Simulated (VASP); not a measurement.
Write the native input for VASP 6.6.1 that does the following.

* Task: single point
* Functional: PBEsol
* Potentials or basis: VASP PAW PBE potentials, release 64 (Nb_sv, P)
* Cutoff: 520 eV
* k mesh: 10 × 10 × 10
* Occupations: gaussian, width 0.05 eV
* Spin: no spin polarisation
* Dipole correction: no
* Further INCAR settings: ALGO = Normal; EDIFF = 1e-07; NBANDS = 26

The structure of NbP lies in POSCAR:

```
NbP
1.0
    0.0000000000     -3.3498465088      0.0000000000
    3.3498465088      0.0000000000      0.0000000000
   -1.6749232544      1.6749232544      5.7401081759
Nb P
2 2
Direct
    0.7498808000      0.7498808000      0.4997616000
    0.4998808000      0.9998808000      0.9997616000
    0.3327477700      0.3327477700      0.6654955400
    0.0827477800      0.5827477800      0.1654955600
```

The input as run:

INCAR

```
PREC = Accurate
ENCUT = 520
EDIFF = 1E-7
ISMEAR = 0
SIGMA = 0.05
LREAL = False
LASPH = True
NELM = 80
ALGO = Normal
ISIF = 2
LWAVE = False
LCHARG = True
GGA = PS
LELF = True
LVHAR = True
NBANDS = 26
```

KPOINTS

```
Automatic mesh
0
Gamma
  10 10 10
```

Potentials or basis: VASP PAW PBE potentials, release 64 (Nb_sv, P).

Command:

```console
$ cat potpaw_PBE.64/Nb_sv/POTCAR potpaw_PBE.64/P/POTCAR > POTCAR
$ mpirun -np 1 vasp_std > vasp.out
```

Results of the run:

```
Pressure               : -6.6 GPa
Largest force          : 0.012 eV/Å
Band gap on the k mesh : zero (band 18 reaches 10.57 eV, above the bottom of band 19 at 10.42 eV)
```

Caveat: the PAW data sets were made with another functional, which shifts forces and pressure a little.

Run time: 2.5 min on 1 thread of Intel(R) Xeon(R) Platinum 8375C CPU @ 2.90GHz (Ice Lake), on a shared host, peak memory 0.28 GiB.
